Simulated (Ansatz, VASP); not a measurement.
Two plane-wave programs on HfC

Contents of INCAR:

```
ALGO = Normal ; EDIFF = 1E-6
ENCUT = 600 ; GGA = PS
GGA_COMPAT = F ; ISIF = 2
ISMEAR = 0 ; LASPH = T
LCHARG = T ; LELF = T
LREAL = F ; LVHAR = T
LWAVE = F ; NBANDS = 14
NELM = 120 ; PREC = Accurate
SIGMA = 0.1
```

KPOINTS

```
k-points
0
Gamma
  24 24 24
```

Contents of POSCAR:

```
HfC
1.0
    0.0000000000      2.3035754734      2.3035754734
    2.3035754734      0.0000000000      2.3035754734
    2.3035754734      2.3035754734      0.0000000000
Hf C
1 1
Direct
    0.0000000000      0.0000000000      0.0000000000
    0.5000000000      0.5000000000      0.5000000000
```

Input for Ansatz:

```yaml
crystal:
  lattice:
    - [0.0, 2.3035754734, 2.3035754734]
    - [2.3035754734, 0.0, 2.3035754734]
    - [2.3035754734, 2.3035754734, 0.0]
  atoms:
    - { symbol: Hf, position: [0.0, 0.0, 0.0] }
    - { symbol: C, position: [0.5, 0.5, 0.5] }
basis:
  ecutwfc: 420
kpoints:
  mp_grid: { grid: [24, 24, 24] }
hamiltonian:
  xc: pbesol
  pseudopotentials: { kind: paw, azcp: { folder: soft_1 } }
scf:
  occupations: { method: gaussian, width: 0.1 }
output:
  forces: true
  stress: true
  eigenvalues: true
```

Alike in both runs: task single point; functional PBEsol; k mesh 24 × 24 × 24; occupations gaussian, width 0.1 eV; no spin polarisation.

|  | VASP | Ansatz |
| --- | --- | --- |
| version | VASP 6.6.1 | Ansatz 0.2.0 |
| potentials or method | VASP PAW PBE potentials, release 64 (Hf_pv, C), cutoff 600 eV | scalar-relativistic, plane waves, PAW |
| valence electrons in the cell | 14 | 30 |

Ansatz gave:

- gap on the k mesh at the Fermi level (eV): none
- pressure (GPa): 0.0

Q: Which values does VASP return?

A: gap on the k mesh at the Fermi level (eV): none; pressure (GPa): -0.4.

VASP's potentials were made for PBE, not for PBEsol, and Ansatz warns of the same on its side. A gap of «none» marks a metal or a gap that the smearing closes. VASP's potentials hold 14 valence electrons a cell and Ansatz's 30, so a difference there can come from the potentials and not from the codes.

Neither program's run includes spin-orbit coupling.
